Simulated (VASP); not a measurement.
Set up this calculation in VASP 6.6.1, as the native input.

```yaml
Task: single point
Functional: PBE
Potentials_or_basis: VASP PAW PBE potentials, release 64 (Na_pv, I)
Cutoff: 520 eV
k_mesh: 6 × 6 × 6
Occupations: gaussian, width 0.05 eV
Spin: no spin polarisation
Dipole_correction: no
Further_INCAR_settings: ALGO = Normal; EDIFF = 1e-06; NBANDS = 14
```

The structure of NaI lies in POSCAR:

```
NaI
1.0
    0.0000000000      3.2364000000      3.2364000000
    3.2364000000      0.0000000000      3.2364000000
    3.2364000000      3.2364000000      0.0000000000
Na I
1 1
Direct
    0.0000000000      0.0000000000      0.0000000000
    0.5077246323      0.5077246323      0.4922753677
```

This cell differs from its parent crystal: all I atoms moved +0.050 Å, as atom 2 along Cartesian [0 0 1].

The input as run:

INCAR

```
SYSTEM = NaI
PREC = Accurate ; ENCUT = 520
EDIFF = 1E-6 ; ISMEAR = 0
SIGMA = 0.05 ; LREAL = .False.
LASPH = .True. ; NELM = 80
ALGO = Normal ; ISIF = 2
LWAVE = .False. ; LCHARG = .True.
GGA = PE ; LELF = .True.
LVHAR = .True. ; NBANDS = 14
```

KPOINTS

```
regular mesh
0
Gamma
  6 6 6
  0 0 0
```

Potentials or basis: VASP PAW PBE potentials, release 64 (Na_pv, I).

Command:

```console
$ cat potpaw_PBE.64/Na_pv/POTCAR potpaw_PBE.64/I/POTCAR > POTCAR
$ mpirun -np 1 vasp_std > vasp.out
```

It gave:

```json
{
  "Pressure": "0.5 GPa",
  "Largest force": "0.045 eV/Å",
  "Band gap on the k mesh": "3.64 eV"
}
```

Caveat: the cell differs from its parent crystal (all I atoms moved +0.050 Å, as atom 2 along Cartesian [0 0 1]); spin-orbit coupling is left out, which moves the levels of the heavy elements.

It took 33 s on 1 thread of Intel Xeon 8259CL, on a shared host, peak memory 0.21 GiB.
